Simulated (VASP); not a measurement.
# O (Pm-3m) in VASP: single point with LDA

Aim: the single point of O with LDA.

All numbers are computed with VASP 6.6.1; they aren't measurements. Logs are shortened: lines on timing, memory, paths and dates and some standing lists are left out, and cuts for length are marked.

## (1) The cell of the first run

Symmetry: Pm-3m, No. 221, cubic system. The conventional cell has a = 2.558 Å, b = 2.558 Å, c = 2.558 Å, α = 90.00°, β = 90.00°, γ = 90.00°. O (site symmetry m-3m) has 6 O at 2.56 Å within 3.4 Å.

## (2) Single point, LDA

INCAR

```
  PREC = Accurate
  ENCUT = 600
  EDIFF = 1E-6
  ISMEAR = -1
  SIGMA = 0.1
  LREAL = F
  LASPH = T
  NELM = 120
  ALGO = Normal
  ISIF = 2
  LWAVE = F
  LCHARG = T
  LELF = T
  LVHAR = T
  NBANDS = 13
  GGA_COMPAT = F
```

KPOINTS

```
Automatic mesh
0
Gamma
  6 6 6
```

POSCAR

```
O
1.0
    0.0000000000      2.5575000000      2.5575000000
    2.5575000000      0.0000000000      2.5575000000
    2.5575000000      2.5575000000      0.0000000000
O
2
Direct
    0.2500000000      0.2500000000      0.2500000000
    0.7500000000      0.7500000000      0.7500000000
```

Potentials or basis: VASP PAW LDA potentials, release 64 (O).

The run is started by

```
> cat potpaw_LDA.64/O/POTCAR > POTCAR
> mpirun -np 1 vasp_std > vasp.out
```

OUTCAR:

```text
PREC = Accurate
   ENCUT = 600
   EDIFF = 1E-6
   ISMEAR = -1
   LREAL = F
   LASPH = T
   NELM = 120
   ISIF = 2

 ion  position               nearest neighbor table
   1  0.250  0.250  0.250-
   2  0.750  0.750  0.750-

  LATTYP: Found a face centered cubic cell.
 ALAT       =     5.1150000000

  Lattice vectors:

 A1 = (   0.0000000000,   2.5575000000,   2.5575000000)
 A2 = (   2.5575000000,   0.0000000000,   2.5575000000)
 A3 = (   2.5575000000,   2.5575000000,   0.0000000000)

Analysis of symmetry for initial positions (statically):
=====================================================================
 Subroutine PRICEL returns following result:

  LATTYP: Found a simple cubic cell.
 ALAT       =     2.5575000000

  Lattice vectors:

 A1 = (  -2.5575000000,   0.0000000000,   0.0000000000)
 A2 = (   0.0000000000,   0.0000000000,   2.5575000000)
 A3 = (   0.0000000000,   2.5575000000,   0.0000000000)

   2 primitive cells build up your supercell.

 Routine SETGRP: Setting up the symmetry group for a
 face centered cubic supercell.

 Subroutine GETGRP returns: Found 48 space group operations
 (whereof 48 operations were pure point group operations)
 out of a pool of 48 trial point group operations.

The static configuration has the point symmetry O_h .

Analysis of symmetry for dynamics (positions and initial velocities):
=====================================================================
 Subroutine PRICEL returns following result:

  LATTYP: Found a simple cubic cell.
 ALAT       =     2.5575000000

  Lattice vectors:

 A1 = (  -2.5575000000,   0.0000000000,   0.0000000000)
 A2 = (   0.0000000000,   0.0000000000,   2.5575000000)
 A3 = (   0.0000000000,   2.5575000000,   0.0000000000)

   2 primitive cells build up your supercell.

 Routine SETGRP: Setting up the symmetry group for a
 face centered cubic supercell.

 Subroutine GETGRP returns: Found 48 space group operations
 (whereof 48 operations were pure point group operations)
 out of a pool of 48 trial point group operations.

The dynamic configuration has the point symmetry O_h .

 Subroutine INISYM returns: Found 48 space group operations
 (whereof 48 operations are pure point group operations),
 and found     2 'primitive' translations

----------------------------------------------------------------------------------------

                                     Primitive cell

  volume of cell :      16.7281

  direct lattice vectors                    reciprocal lattice vectors
    -2.557500000  0.000000000  0.000000000    -0.391006843  0.000000000  0.000000000
     0.000000000  0.000000000  2.557500000     0.000000000  0.000000000  0.391006843
     0.000000000  2.557500000  0.000000000     0.000000000  0.391006843  0.000000000

  length of vectors
     2.557500000  2.557500000  2.557500000     0.391006843  0.391006843  0.391006843

  position of ions in fractional coordinates (direct lattice)
     0.500000000  0.500000000  0.500000000

  ion indices of the primitive-cell ions
   primitive index   ion index
                 1           1

----------------------------------------------------------------------------------------

 KPOINTS: Automatic mesh

Automatic generation of k-mesh.
 Grid dimensions read from file:
 generate k-points for:    6    6    6

 Generating k-lattice:

  Cartesian coordinates                     Fractional coordinates (reciprocal lattice)
    -0.032583904  0.032583904  0.032583904     0.166666667  0.000000000  0.000000000
     0.032583904 -0.032583904  0.032583904     0.000000000  0.166666667  0.000000000
     0.032583904  0.032583904 -0.032583904     0.000000000  0.000000000  0.166666667

  Length of vectors
     0.056436976  0.056436976  0.056436976

  Shift w.r.t. Gamma in fractional coordinates (k-lattice)
     0.000000000  0.000000000  0.000000000

 Subroutine IBZKPT returns following result:
 ===========================================

 Found     16 irreducible k-points:

 Following reciprocal coordinates:
            Coordinates               Weight
  0.000000  0.000000  0.000000      1.000000
  0.166667  0.000000  0.000000      8.000000
  0.333333  0.000000  0.000000      8.000000
  0.500000  0.000000  0.000000      4.000000
  0.166667  0.166667  0.000000      6.000000
  0.333333  0.166667  0.000000     24.000000
[... 8 lines left out ...]
 -0.333333  0.333333  0.166667     24.000000
 -0.333333  0.500000  0.166667     12.000000
   k-points           NKPTS =     16   k-points in BZ     NKDIM =     16   number of bands    NBANDS=     13
   number of dos      NEDOS =    301   number of ions     NIONS =      2
   total plane-waves  NPLWV =  27000
   dimension x,y,z NGX =    30 NGY =   30 NGZ =   30
   dimension x,y,z NGXF=    60 NGYF=   60 NGZF=   60
   ions per type =               2
   NGX,Y,Z   is equivalent  to a cutoff of  13.79, 13.79, 13.79 a.u.
   NGXF,Y,Z  is equivalent  to a cutoff of  27.58, 27.58, 27.58 a.u.
 SYSTEM =  unknown system
   PREC   = accura    normal or accurate (medium, high low for compatibility)
   ISTART =      0    job   : 0-new  1-cont  2-samecut
   ICHARG =      2    charge: 1-file 2-atom 10-const
   ISPIN  =      1    spin polarized calculation?
   LNONCOLLINEAR =      F non collinear calculations
   LSORBIT =      F    spin-orbit coupling
   LASPH  =      T    aspherical Exc in radial PAW
   ENCUT  =  600.0 eV  44.10 Ry    6.64 a.u.   7.22  7.22  7.22*2*pi/ulx,y,z
   NELM   =    120;   NELMIN=  2; NELMDL= -5     # of ELM steps
   EDIFF  = 0.1E-05   stopping-criterion for ELM
   LREAL  =      F    real-space projection
   EDIFFG = 0.1E-04   stopping-criterion for IOM
   NSW    =      0    number of steps for IOM
   IBRION =     -1    ionic relax: 0-MD 1-quasi-New 2-CG
   NFREE  =      0    steps in history (QN), initial steepest desc. (CG)
   ISIF   =      2    stress and relaxation
   ISYM   =      2    0-nonsym 1-usesym 2-fastsym
   POTIM  = 0.5000    time-step for ionic-motion
   TEBEG  =    0.0;   TEEND  =   0.0 temperature during run
   PSTRESS=    0.0 pullay stress
   NELECT =      12.0000    total number of electrons
   NUPDOWN=      -1.0000    fix difference up-down
   EMIN   =  10.00;   EMAX   =-10.00  energy-range for DOS
   EFERMI =   0.00;   METHOD = LEGACY
   ISMEAR =    -1;   SIGMA  =   0.10  broadening in eV -4-tet -1-fermi 0-gaus
   EFERMI_NEDOS =   21; number of points for ismear=-14 and -15
   IALGO  =     38    algorithm
   IMIX   =      4    mixing-type and parameters
     AMIX     =   0.40;   BMIX     =  1.00
     AMIX_MAG =   1.60;   BMIX_MAG =  1.00
  volume/ion in A,a.u.               =      16.73       112.89
  Fermi-wavevector in a.u.,A,eV,Ry     =   1.163169  2.198071 18.408177  1.352963
  Thomas-Fermi vector in A             =   2.299722
   LORBIT       =      0    0 simple, 1 ext, 2 COOP (PROOUT), +10 PAW based schemes
   GGA     = CA    functional components
   LHFCALC =     F    Hartree Fock is set to
   AEXX    =    0.0000 exact exchange contribution
   IVDW    =     0    specifies the selected vdW correction
   LEPSILON=     F    determine dielectric tensor
   LRPA    =     F    only Hartree local field effects (RPA)
 non-spin polarized calculation
  energy-cutoff  :      600.00
  volume of cell :       33.46
 maximum number of plane-waves:      1139
 NGX is ok and might be reduce to    30
   NGX = 15   NGY = 15   NGZ = 15

 number of electron      11.9999995 magnetization

 Free energy of the ion-electron system (eV)
  ---------------------------------------------------
  ext. energy  EPLUGINS =         0.00000000
  ---------------------------------------------------
  free energy    TOTEN  =        -4.50613869 eV

  energy without entropy =       -4.39548275  energy(sigma->0) =       -4.45081072

 E-fermi :  -4.5797     XC(G=0):  -8.8397

 val. band max:       -4.6618326973   @ k =   0.5000   0.1667   0.0000
 cond. band min:      -4.5580150358   @ k =  -0.3333   0.5000   0.1667
 fundamental gap:      0.1038176615
 Fermi energy:        -4.5796680043

 k-point     1 :       0.0000    0.0000    0.0000
  band No.  band energies     occupation
      1     -21.0079      2.00000
      2     -18.8599      2.00000
      3      -5.8572      1.99999
      4      -5.8572      1.99999
      5      -5.8572      1.99999
      6      -4.1425      0.02495
      7      -4.1425      0.02495
      8      -4.1425      0.02495
      9       5.1566      0.00000
     10      13.3652      0.00000
     11      13.3652      0.00000
     12      13.3652      0.00000
     13      16.0505      0.00000

 k-point     2 :       0.1667    0.0000    0.0000
  band No.  band energies     occupation
      1     -20.8602      2.00000
      2     -18.9970      2.00000
      3      -5.8515      1.99999
      4      -5.7820      1.99999
      5      -5.7820      1.99999
      6      -4.4490      0.42595
      7      -4.3034      0.11870
      8      -4.3034      0.11870
      9       5.8142      0.00000
     10      11.7133      0.00000
     11      13.8476      0.00000
     12      13.8476      0.00000
     13      17.2438      0.00000

 k-point     3 :       0.3333    0.0000    0.0000
  band No.  band energies     occupation
      1     -20.4578      2.00000
      2     -19.3785      2.00000
      3      -5.7891      1.99999
      4      -5.5503      1.99988
      5      -5.5503      1.99988
      6      -5.0600      1.98373
      7      -4.7039      1.55208
      8      -4.7039      1.55208
      9       7.3251      0.00000
     10      10.1472      0.00000
     11      15.0881      0.00000
     12      15.0881      0.00000
     13      17.0687      0.00000

 k-point     4 :       0.5000    0.0000    0.0000
  band No.  band energies     occupation
      1     -19.9128      2.00000
      2     -19.9128      2.00000
      3      -5.5518      1.99988
      4      -5.5518      1.99988
      5      -5.1685      1.99447
      6      -5.1685      1.99447
      7      -5.1685      1.99447
      8      -5.1685      1.99447
      9       8.8716      0.00000
     10       8.8716      0.00000
     11      16.4020      0.00000
     12      16.4020      0.00000
     13      16.4020      0.00000

 k-point     5 :       0.1667    0.1667    0.0000
  band No.  band energies     occupation
      1     -20.8191      2.00000
      2     -19.0252      2.00000
      3      -6.0292      2.00000
      4      -6.0291      2.00000
      5      -5.3166      1.99874
      6      -5.0605      1.98381
      7      -4.0680      0.01192
      8      -4.0680      0.01192
      9       6.0055      0.00000
     10      11.2835      0.00000
     11      14.0270      0.00000
     12      14.0270      0.00000
     13      16.4663      0.00000
[... 129 lines left out ...]
 k-point    14 :       0.5000    0.3333    0.1667
  band No.  band energies     occupation
      1     -20.2369      2.00000
      2     -19.5176      2.00000
      3      -6.5817      2.00000
      4      -6.4915      2.00000
      5      -5.7504      1.99998
      6      -4.6787      1.45833
      7      -4.2766      0.09212
      8      -3.8499      0.00135
      9       8.3588      0.00000
     10       9.6717      0.00000
     11      14.3818      0.00000
     12      14.4432      0.00000
     13      16.0887      0.00000

 k-point    15 :      -0.3333    0.3333    0.1667
  band No.  band energies     occupation
      1     -19.8636      2.00000
      2     -19.8636      2.00000
      3      -6.7561      2.00000
      4      -6.7561      2.00000
      5      -5.2491      1.99753
      6      -5.2491      1.99753
      7      -3.9130      0.00254
      8      -3.9130      0.00254
      9       9.3512      0.00000
     10       9.3512      0.00000
     11      13.8657      0.00000
     12      13.8657      0.00000
     13      17.4853      0.00000

 k-point    16 :      -0.3333    0.5000    0.1667
  band No.  band energies     occupation
      1     -20.0177      2.00000
      2     -19.6669      2.00000
      3      -7.1994      2.00000
      4      -6.7509      2.00000
      5      -5.8822      2.00000
      6      -4.5580      0.89216
      7      -3.7752      0.00064
      8      -3.6469      0.00018
      9       9.2447      0.00000
     10       9.7787      0.00000
     11      12.4089      0.00000
     12      14.3315      0.00000
     13      16.7599      0.00000

------------------------ aborting loop because EDIFF is reached ----------------------------------------

  FORCE on cell =-STRESS in cart. coord.  units (eV):
  Direction    XX          YY          ZZ          XY          YZ          ZX
  --------------------------------------------------------------------------------------
  -------------------------------------------------------------------------------------
  Total       -5.2810631     -5.2810631     -5.2810631      0.0000000      0.0000000     -0.0000000
  in kB     -252.9036010   -252.9036010   -252.9036010      0.0000000      0.0000000     -0.0000000
  external PRESSURE =    -252.9036010 kB  Pullay stress =       0.0000000 kB

 VOLUME and BASIS-vectors are now :
 -----------------------------------------------------------------------------
  energy-cutoff  :      600.00
  volume of cell :       33.46
      direct lattice vectors                 reciprocal lattice vectors
     0.000000000  2.557500000  2.557500000    -0.195503421  0.195503421  0.195503421
     2.557500000  0.000000000  2.557500000     0.195503421 -0.195503421  0.195503421
     2.557500000  2.557500000  0.000000000     0.195503421  0.195503421 -0.195503421

 POSITION                                       TOTAL-FORCE (eV/Angst)
 -----------------------------------------------------------------------------------
      1.27875      1.27875      1.27875        -0.000000      0.000000      0.000000
      3.83625      3.83625      3.83625         0.000000     -0.000000     -0.000000
 -----------------------------------------------------------------------------------
    total drift:                               -0.000000      0.000000      0.000000

  FREE ENERGIE OF THE ION-ELECTRON SYSTEM (eV)
  ---------------------------------------------------
  free  energy   TOTEN  =        -4.5061386913 eV

  energy  without entropy=       -4.3954827508  energy(sigma->0) =       -4.45081072
```

Run time: 7.2 s. Hardware: 1 thread of Intel Xeon Platinum 8259CL at 2.50GHz (Skylake/Cascade Lake), shared host; peak memory 0.13 GiB.

What came out:

```
Free energy            : -4.5061 eV
Pressure               : -25.3 GPa
Band gap on the k mesh : zero (bands 6 and 7 overlap by 1.33 eV)
```

Caveat: the cell stands under tension.
